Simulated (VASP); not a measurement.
# NaB (Fm-3m) in VASP: single point with r2SCAN

Aim: the single point of NaB with r2SCAN.

All numbers are computed with VASP 6.6.1; they aren't measurements. Logs are shortened: lines on timing, memory, paths and dates and some standing lists are left out, and cuts for length are marked.

## (1) The cell of the first run

Symmetry: Fm-3m, No. 225, cubic system. Conventional cell: a = 5.368 Å, b = 5.368 Å, c = 5.368 Å, α = 90.00°, β = 90.00°, γ = 90.00°. Na (site symmetry m-3m) has 6 B at 2.68 Å within 3.5 Å. Within 3.5 Å of B (site symmetry m-3m) lie 6 Na at 2.68 Å.

## (2) Single point, r2SCAN

Input file POSCAR:

```
NaB
1.0
    0.0000000000      2.6838690000      2.6838690000
    2.6838690000      0.0000000000      2.6838690000
    2.6838690000      2.6838690000      0.0000000000
Na B
1 1
Direct
    0.0000000000      0.0000000000      0.0000000000
    0.5000000000      0.5000000000      0.5000000000
```

Input file INCAR.step1:

```
SYSTEM = NaB
PREC = Accurate
ENCUT = 520
ISMEAR = 0
SIGMA = 0.15
LREAL = .False.
LASPH = .True.
NELM = 80
NBANDS = 12
GGA = PE
ALGO = Normal
EDIFF = 1E-4
LWAVE = .True.
LCHARG = .False.
```

Input file INCAR.step2:

```
SYSTEM = NaB
PREC = Accurate
ENCUT = 520
EDIFF = 1E-6
ISMEAR = 0
SIGMA = 0.15
LREAL = .False.
LASPH = .True.
NELM = 80
ALGO = Normal
ISIF = 2
LWAVE = .False.
LCHARG = .False.
METAGGA = R2SCAN
LMIXTAU = .True.
NBANDS = 12
ISTART = 1
```

Input file KPOINTS:

```
Automatic mesh
0
Gamma
  16 16 16
  0 0 0
```

Potentials or basis: VASP PAW PBE potentials, release 64 (Na_pv, B).

Launch:

```sh
$ cat potpaw_PBE.64/Na_pv/POTCAR potpaw_PBE.64/B/POTCAR > POTCAR
$ cp INCAR.step1 INCAR
$ mpirun -np 1 vasp_std > vasp.out
$ cp INCAR.step2 INCAR
$ mpirun -np 1 vasp_std > vasp.out
```

OUTCAR:

```text
SYSTEM = NaB
   PREC = Accurate
   ENCUT = 520
   EDIFF = 1E-6
   ISMEAR = 0
   LREAL = .False.
   LASPH = .True.
   NELM = 80
   ISIF = 2
   METAGGA = R2SCAN
   ISTART = 1

 ion  position               nearest neighbor table
   1  0.000  0.000  0.000-
   2  0.500  0.500  0.500-

  LATTYP: Found a face centered cubic cell.
 ALAT       =     5.3677380000

  Lattice vectors:

 A1 = (   0.0000000000,   2.6838690000,   2.6838690000)
 A2 = (   2.6838690000,   0.0000000000,   2.6838690000)
 A3 = (   2.6838690000,   2.6838690000,   0.0000000000)

Analysis of symmetry for initial positions (statically):
=====================================================================
 Subroutine PRICEL returns:
 Original cell was already a primitive cell.

 Routine SETGRP: Setting up the symmetry group for a
 face centered cubic supercell.

 Subroutine GETGRP returns: Found 48 space group operations
 (whereof 48 operations were pure point group operations)
 out of a pool of 48 trial point group operations.

The static configuration has the point symmetry O_h .

Analysis of symmetry for dynamics (positions and initial velocities):
=====================================================================
 Subroutine PRICEL returns:
 Original cell was already a primitive cell.

 Routine SETGRP: Setting up the symmetry group for a
 face centered cubic supercell.

 Subroutine GETGRP returns: Found 48 space group operations
 (whereof 48 operations were pure point group operations)
 out of a pool of 48 trial point group operations.

The dynamic configuration has the point symmetry O_h .

 Subroutine INISYM returns: Found 48 space group operations
 (whereof 48 operations are pure point group operations),
 and found     1 'primitive' translations

----------------------------------------------------------------------------------------

                                     Primitive cell

  volume of cell :      38.6646

  direct lattice vectors                    reciprocal lattice vectors
     0.000000000  2.683869000  2.683869000    -0.186298214  0.186298214  0.186298214
     2.683869000  0.000000000  2.683869000     0.186298214 -0.186298214  0.186298214
     2.683869000  2.683869000  0.000000000     0.186298214  0.186298214 -0.186298214

  length of vectors
     3.795563939  3.795563939  3.795563939     0.322677971  0.322677971  0.322677971

  position of ions in fractional coordinates (direct lattice)
     0.000000000  0.000000000  0.000000000
     0.500000000  0.500000000  0.500000000

[... 86 lines left out ...]
   PSTRESS=    0.0 pullay stress
   NELECT =      10.0000    total number of electrons
   NUPDOWN=      -1.0000    fix difference up-down
   EMIN   =  10.00;   EMAX   =-10.00  energy-range for DOS
   EFERMI =   0.00;   METHOD = LEGACY
   ISMEAR =     0;   SIGMA  =   0.15  broadening in eV -4-tet -1-fermi 0-gaus
   EFERMI_NEDOS =   21; number of points for ismear=-14 and -15
   IALGO  =     38    algorithm
   IMIX   =      4    mixing-type and parameters
     AMIX     =   0.40;   BMIX     =  1.00
     AMIX_MAG =   1.60;   BMIX_MAG =  1.00
  volume/ion in A,a.u.               =      19.33       130.46
  Fermi-wavevector in a.u.,A,eV,Ry     =   1.043046  1.971071 14.802394  1.087945
  Thomas-Fermi vector in A             =   2.177738
   LORBIT       =      0    0 simple, 1 ext, 2 COOP (PROOUT), +10 PAW based schemes
   METAGGA = R2SCAN    functional components
   LHFCALC =     F    Hartree Fock is set to
   AEXX    =    0.0000 exact exchange contribution
   IVDW    =     0    specifies the selected vdW correction
   LEPSILON=     F    determine dielectric tensor
   LRPA    =     F    only Hartree local field effects (RPA)
 non-spin polarized calculation
 Gauss-broadening in eV      SIGMA  =   0.15
  energy-cutoff  :      520.00
  volume of cell :       38.66
 maximum number of plane-waves:      1056
   NGX = 15   NGY = 15   NGZ = 15

 number of electron       9.9999996 magnetization

 Free energy of the ion-electron system (eV)
  ---------------------------------------------------
  ext. energy  EPLUGINS =         0.00000000
  ---------------------------------------------------
  free energy    TOTEN  =        -7.17688861 eV

  energy without entropy =       -7.16474146  energy(sigma->0) =       -7.17081503

 E-fermi :   0.7729     XC(G=0):  -8.7773

 val. band max:        0.7691715319   @ k =   0.3125   0.1250   0.0000
 cond. band min:       0.7851056933   @ k =   0.3750   0.2500   0.1250
 fundamental gap:      0.0159341614
 Fermi energy:         0.7728511291

 k-point     1 :       0.0000    0.0000    0.0000
  band No.  band energies     occupation
      1     -23.3749      2.00000
      2     -23.3743      2.00000
      3     -23.3743      2.00000
      4      -6.9276      2.00000
      5       3.3211      0.00000
      6       3.3211      0.00000
      7       3.3211      0.00000
      8       8.9491      0.00000
      9      11.4419      0.00000
     10      11.4419      0.00000
     11      11.4419      0.00000
     12      14.0005      0.00000
[... 331 lines left out ...]
 k-point    24 :      -0.0625    0.0625    0.0000
  band No.  band energies     occupation
      1     -23.3780      2.00000
      2     -23.3756      2.00000
      3     -23.3747      2.00000
      4      -6.7975      2.00000
      5       2.8620      0.00000
      6       3.1567      0.00000
      7       3.2749      0.00000
      8       9.2487      0.00000
      9      10.7423      0.00000
     10      11.6122      0.00000
     11      11.7767      0.00000
     12      14.5516      0.00000

 [... further k-points ...]

------------------------ aborting loop because EDIFF is reached ----------------------------------------

  FORCE on cell =-STRESS in cart. coord.  units (eV):
  Direction    XX          YY          ZZ          XY          YZ          ZX
  --------------------------------------------------------------------------------------
  -------------------------------------------------------------------------------------
  Total       -0.0885804     -0.0885804     -0.0885804     -0.0000000      0.0000000     -0.0000000
  in kB       -3.6705783     -3.6705783     -3.6705783     -0.0000000      0.0000000     -0.0000000
  external PRESSURE =      -3.6705783 kB  Pullay stress =       0.0000000 kB

 VOLUME and BASIS-vectors are now :
 -----------------------------------------------------------------------------
  energy-cutoff  :      520.00
  volume of cell :       38.66
      direct lattice vectors                 reciprocal lattice vectors
     0.000000000  2.683869000  2.683869000    -0.186298214  0.186298214  0.186298214
     2.683869000  0.000000000  2.683869000     0.186298214 -0.186298214  0.186298214
     2.683869000  2.683869000  0.000000000     0.186298214  0.186298214 -0.186298214

 POSITION                                       TOTAL-FORCE (eV/Angst)
 -----------------------------------------------------------------------------------
      0.00000      0.00000      0.00000         0.000000     -0.000000      0.000000
      2.68387      2.68387      2.68387        -0.000000      0.000000     -0.000000
 -----------------------------------------------------------------------------------
    total drift:                               -0.000000      0.000000      0.000000

  FREE ENERGIE OF THE ION-ELECTRON SYSTEM (eV)
  ---------------------------------------------------
  free  energy   TOTEN  =        -7.1768886079 eV

  energy  without entropy=       -7.1647414602  energy(sigma->0) =       -7.17081503
```

It took 4.6 min on 1 thread of Intel Xeon 8259CL, shared host; peak memory 0.2 GiB.

Results:

* Free energy: -7.1769 eV
* Pressure: -0.4 GPa
* Band gap on the k mesh: zero (bands 5 and 6 overlap by 3.23 eV)

Caveat: the PAW data sets were made with another functional, which shifts forces and pressure a little.
